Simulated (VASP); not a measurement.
Input of a VASP 6.6.1 run:

The input INCAR:

```
SYSTEM = Cd
PREC = Accurate
ENCUT = 520
EDIFF = 1E-6
ISMEAR = 0
SIGMA = 0.1
LREAL = .False.
LASPH = .True.
NELM = 80
ALGO = Fast
ISIF = 2
LWAVE = .False.
LCHARG = .False.
GGA = PE
NBANDS = 12
```

The input KPOINTS:

```
regular mesh
0
Gamma
  16 16 16
  0 0 0
```

File POSCAR:

```
Cd
1.0
   -1.7442855570      1.7442855570      1.7442855570
    1.7442855570     -1.7442855570      1.7442855570
    1.7442855570      1.7442855570     -1.7442855570
Cd
1
Direct
    0.0000000000      0.0000000000      0.0000000000
```

Potentials or basis: VASP PAW PBE potentials, release 64 (Cd).

Launch:

```console
$ cat potpaw_PBE.64/Cd/POTCAR > POTCAR
$ mpirun -np 1 vasp_std > vasp.out
```

Problem. What does it give for the band gap on the k mesh?

Solution. Zero (band 6 reaches 6.59 eV, above the bottom of band 7 at 2.27 eV).

Problem. Predict the pressure.

Solution. 5.3 GPa.
